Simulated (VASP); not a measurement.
# Ta (Im-3m) in VASP: a series of runs, part 2 of 2

VASP 6.6.1. Earlier steps stand in the parts before.

## 3. Electric field gradients, PBEsol

This run uses another cell than the first one: it holds 16 atoms, not 8.

INCAR

```
SYSTEM = Ta
PREC     = Accurate       ! precision mode
ENCUT    = 520            ! plane-wave cutoff, eV
EDIFF    = 1E-8           ! SCF threshold, eV
ISMEAR   = -1             ! smearing method
SIGMA    = 0.05           ! smearing width, eV
LREAL    = Auto         
LASPH    = .TRUE.         ! aspherical terms in the spheres
NELM     = 100            ! most SCF steps
ALGO     = Normal         ! electronic algorithm
ISIF     = 2              ! what is computed and relaxed
LWAVE    = .FALSE.        ! write WAVECAR
LCHARG   = .FALSE.        ! write CHGCAR
GGA      = PS             ! functional
LEFG     = .TRUE.       
NBANDS   = 102            ! bands
```

KPOINTS

```
Automatic mesh
0
G
  5 5 5
  0 0 0
```

POSCAR

```
Ta
1.0
    6.6051200000      0.0000000000      0.0000000000
    0.0000000000      6.6051200000      0.0000000000
    0.0000000000      0.0000000000      6.6051200000
Ta
16
Direct
    0.0000000000      0.0000000000      0.0000000000
    0.5000000000      0.0000000000      0.0000000000
    0.0000000000      0.5000000000      0.0000000000
    0.0000000000      0.0000000000      0.5000000000
    0.2500000000      0.2500000000      0.2500000000
    0.5000000000      0.5000000000      0.0000000000
    0.5000000000      0.0000000000      0.5000000000
    0.7500000000      0.2500000000      0.2500000000
    0.0000000000      0.5000000000      0.5000000000
    0.2500000000      0.7500000000      0.2500000000
    0.2500000000      0.2500000000      0.7500000000
    0.5000000000      0.5000000000      0.5000000000
    0.7500000000      0.7500000000      0.2500000000
    0.7500000000      0.2500000000      0.7500000000
    0.2500000000      0.7500000000      0.7500000000
    0.7500000000      0.7500000000      0.7500000000
```

Potentials or basis: VASP PAW PBE potentials, release 64 (Ta_pv).

Run with:

```bash
cat potpaw_PBE.64/Ta_pv/POTCAR > POTCAR
mpirun -np 1 vasp_std > vasp.out
```

OUTCAR:

```text
SYSTEM = Ta
   PREC = Accurate
   ENCUT = 520
   EDIFF = 1E-8
   ISMEAR = -1
   LREAL = Auto
   LASPH = .TRUE.
   NELM = 100
   ISIF = 2
   GGA = PS

 ion  position               nearest neighbor table
   1  0.000  0.000  0.000-   5 2.86   8 2.86  10 2.86  11 2.86  13 2.86  14 2.86  15 2.86  16 2.86
                             4 3.30   2 3.30   3 3.30   4 3.30   3 3.30   2 3.30
   2  0.500  0.000  0.000-   5 2.86   8 2.86  10 2.86  11 2.86  13 2.86  14 2.86  15 2.86  16 2.86
                             6 3.30   7 3.30   1 3.30   7 3.30   6 3.30   1 3.30
   3  0.000  0.500  0.000-   5 2.86   8 2.86  10 2.86  11 2.86  13 2.86  14 2.86  15 2.86  16 2.86
                             6 3.30   1 3.30   9 3.30   9 3.30   1 3.30   6 3.30
   4  0.000  0.000  0.500-   5 2.86   8 2.86  10 2.86  11 2.86  13 2.86  14 2.86  15 2.86  16 2.86
                             7 3.30   1 3.30   9 3.30   1 3.30   9 3.30   7 3.30
   5  0.250  0.250  0.250-   1 2.86   2 2.86   3 2.86   4 2.86   6 2.86   7 2.86   9 2.86  12 2.86
                            10 3.30  11 3.30   8 3.30  11 3.30  10 3.30   8 3.30
   6  0.500  0.500  0.000-   5 2.86   8 2.86  10 2.86  11 2.86  13 2.86  14 2.86  15 2.86  16 2.86
                             3 3.30  12 3.30   2 3.30  12 3.30   2 3.30   3 3.30
   7  0.500  0.000  0.500-   5 2.86   8 2.86  10 2.86  11 2.86  13 2.86  14 2.86  15 2.86  16 2.86
                             4 3.30  12 3.30   2 3.30   2 3.30  12 3.30   4 3.30
   8  0.750  0.250  0.250-   1 2.86   2 2.86   3 2.86   4 2.86   6 2.86   7 2.86   9 2.86  12 2.86
                             5 3.30  13 3.30  14 3.30  14 3.30  13 3.30   5 3.30
   9  0.000  0.500  0.500-   5 2.86   8 2.86  10 2.86  11 2.86  13 2.86  14 2.86  15 2.86  16 2.86
                             4 3.30  12 3.30   3 3.30   3 3.30   4 3.30  12 3.30
  10  0.250  0.750  0.250-   1 2.86   2 2.86   3 2.86   4 2.86   6 2.86   7 2.86   9 2.86  12 2.86
                             5 3.30  13 3.30  15 3.30  15 3.30   5 3.30  13 3.30
  11  0.250  0.250  0.750-   1 2.86   2 2.86   3 2.86   4 2.86   6 2.86   7 2.86   9 2.86  12 2.86
                             5 3.30  14 3.30  15 3.30   5 3.30  15 3.30  14 3.30
  12  0.500  0.500  0.500-   5 2.86   8 2.86  10 2.86  11 2.86  13 2.86  14 2.86  15 2.86  16 2.86
                             7 3.30   6 3.30   9 3.30   6 3.30   7 3.30   9 3.30
  13  0.750  0.750  0.250-   1 2.86   2 2.86   3 2.86   4 2.86   6 2.86   7 2.86   9 2.86  12 2.86
                            10 3.30   8 3.30  16 3.30  16 3.30   8 3.30  10 3.30
  14  0.750  0.250  0.750-   1 2.86   2 2.86   3 2.86   4 2.86   6 2.86   7 2.86   9 2.86  12 2.86
[... 1254 lines left out ...]
      0.00000      0.00000      3.30256        -0.000000     -0.000000     -0.000000
      1.65128      1.65128      1.65128         0.000000      0.000000     -0.000000
      3.30256      3.30256      0.00000         0.000000      0.000000     -0.000000
[... 8 lines left out ...]
      1.65128      4.95384      4.95384        -0.000000     -0.000000     -0.000000
      4.95384      4.95384      4.95384         0.000000     -0.000000     -0.000000
 -----------------------------------------------------------------------------------
    total drift:                                0.000000     -0.000000     -0.000000

  FREE ENERGIE OF THE ION-ELECTRON SYSTEM (eV)
  ---------------------------------------------------
  free  energy   TOTEN  =      -200.8571169883 eV

  energy  without entropy=     -200.6907233116  energy(sigma->0) =     -200.77392015

 Electric field gradients (V/A^2)
---------------------------------------------------------------------
 ion       V_xx      V_yy      V_zz      V_xy      V_xz      V_yz
---------------------------------------------------------------------
   1       0.000    -0.000     0.000     0.000     0.000    -0.000
   2       0.000    -0.000     0.000    -0.000    -0.000    -0.000
   3       0.000    -0.000     0.000     0.000    -0.000     0.000
   4       0.000    -0.000     0.000     0.000    -0.000    -0.000
   5       0.000    -0.000     0.000    -0.000     0.000    -0.000
   6       0.000    -0.000     0.000    -0.000     0.000     0.000
[... 8 lines left out ...]
  15       0.000    -0.000     0.000    -0.000     0.000     0.000
  16       0.000    -0.000     0.000     0.000    -0.000     0.000
---------------------------------------------------------------------

 Electric field gradients after diagonalization (V/A^2)
 (convention: |V_zz| > |V_xx| > |V_yy|)
----------------------------------------------------------------------
 ion       V_xx      V_yy      V_zz     asymmetry (V_yy - V_xx)/ V_zz
----------------------------------------------------------------------
   1      -0.000     0.000     0.000       0.566
   2      -0.000     0.000     0.000       0.513
   3      -0.000     0.000     0.000       0.668
   4      -0.000     0.000     0.000       0.664
   5      -0.000     0.000     0.000       0.525
   6      -0.000     0.000     0.000       0.567
[... 8 lines left out ...]
  15      -0.000     0.000     0.000       0.527
  16      -0.000     0.000     0.000       0.566
----------------------------------------------------------------------

           NMR quadrupolar parameters

 Cq : quadrupolar parameter    Cq=e*Q*V_zz/h
 eta: asymmetry parameters     (V_yy - V_xx)/ V_zz
 Q  : nuclear electric quadrupole moment in mb (millibarn)
----------------------------------------------------------------------
 ion       Cq(MHz)       eta       Q (mb)
----------------------------------------------------------------------
   1       0.000       0.566       1.000
   2       0.000       0.513       1.000
   3       0.000       0.668       1.000
   4       0.000       0.664       1.000
   5       0.000       0.525       1.000
   6       0.000       0.567       1.000
[... 8 lines left out ...]
  15       0.000       0.527       1.000
  16       0.000       0.566       1.000
----------------------------------------------------------------------
```

OSZICAR:

```text
N       E                     dE             d eps       ncg     rms          rms(c)
DAV:   1     0.196288193288E+04    0.19629E+04   -0.96992E+04  2056   0.181E+03
DAV:   2    -0.862566335425E+02   -0.20491E+04   -0.19985E+04  2118   0.554E+02
DAV:   3    -0.203830161362E+03   -0.11757E+03   -0.10980E+03  2564   0.109E+02
DAV:   4    -0.208896940657E+03   -0.50668E+01   -0.47983E+01  2376   0.181E+01
DAV:   5    -0.209121781857E+03   -0.22484E+00   -0.22367E+00  2544   0.321E+00    0.553E+01
DAV:   6    -0.202820662091E+03    0.63011E+01   -0.72282E+00  2238   0.111E+01    0.268E+01
DAV:   7    -0.200882689081E+03    0.19380E+01   -0.63241E+00  2308   0.965E+00    0.134E+00
DAV:   8    -0.200857380539E+03    0.25309E-01   -0.13997E-01  2384   0.153E+00    0.385E-01
DAV:   9    -0.200857185753E+03    0.19479E-03   -0.57372E-03  2392   0.230E-01    0.122E-01
DAV:  10    -0.200857125380E+03    0.60373E-04   -0.32573E-04  2528   0.730E-02    0.166E-02
DAV:  11    -0.200857117996E+03    0.73839E-05   -0.98874E-06  2482   0.101E-02    0.195E-03
DAV:  12    -0.200857116520E+03    0.14762E-05   -0.48001E-07  2456   0.265E-03    0.141E-03
DAV:  13    -0.200857117007E+03   -0.48704E-06   -0.66540E-08  2186   0.111E-03    0.749E-05
DAV:  14    -0.200857116989E+03    0.17528E-07   -0.15804E-09  1302   0.148E-04    0.299E-05
DAV:  15    -0.200857116988E+03    0.11096E-08   -0.40928E-10  1216   0.569E-05
   1 F= -.20085712E+03 E0= -.20077392E+03  d E =-.166394E+00
```

Wall time 7.9 min (1 thread of Intel Xeon 6975P-C, shared host); peak memory 0.46 GiB.

What came out:

```yaml
Free_energy: -200.8571 eV
Pressure: -3.3 GPa
Band_gap_on_the_k_mesh: zero (band 88 reaches 6.57 eV, above the bottom of band 89 at 4.53 eV)
```

Caveat: without QUAD_EFG the Cq values of the log hold for a quadrupole moment of 1 mb, not for the nuclei; the PAW data sets were made with another functional, which shifts forces and pressure a little; spin-orbit coupling is left out, which moves the levels of the heavy elements.
